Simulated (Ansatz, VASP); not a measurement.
## AlCu5 in VASP and in Ansatz

```xyz
6
Lattice="6.3107 0.0000 0.0000 0.0000 6.3107 0.0000 0.0000 0.0000 2.5159" Properties=species:S:1:pos:R:3 pbc="T T T"
Al    3.1554    3.1554    0.0000
Cu    2.0208    0.0000    1.2580
Cu    4.2899    0.0000    1.2580
Cu    0.0000    2.0208    1.2580
Cu    0.0000    4.2899    1.2580
Cu    0.0000    0.0000    0.0000
```

Alike in both runs: functional PBE; k mesh 4 × 4 × 4; occupations gaussian, width 0.1 eV; no spin polarisation.

Ansatz relaxed the structure, and its values are those at the end. VASP's run is a single point on that final structure, the one shown.

|  | VASP | Ansatz |
| --- | --- | --- |
| version | VASP 6.6.1 | Ansatz 0.2.0 |
| potentials or method | VASP PAW PBE potentials, release 64 (Al, Cu), cutoff 520 eV | scalar-relativistic, plane waves, PAW |
| valence electrons in the cell | 58 | 98 |

|  | VASP | Ansatz | Ansatz less VASP |
| --- | --- | --- | --- |
| gap on the k mesh at the Fermi level (eV) | none | none | - |
| pressure (GPa) | 0.1 | -0.1 | -0.18 |
| rms of the force components (eV/Å) | 0.003 | 0.001 | -0.0023 |

A gap of «none» marks a metal or a gap that the smearing closes. The functional is the same, so the differences come from potentials, cutoffs and numerics. VASP's potentials hold 58 valence electrons a cell and Ansatz's 98, so a difference there can come from the potentials and not from the codes.

The k mesh is coarse, so the values compare programs but aren't converged.
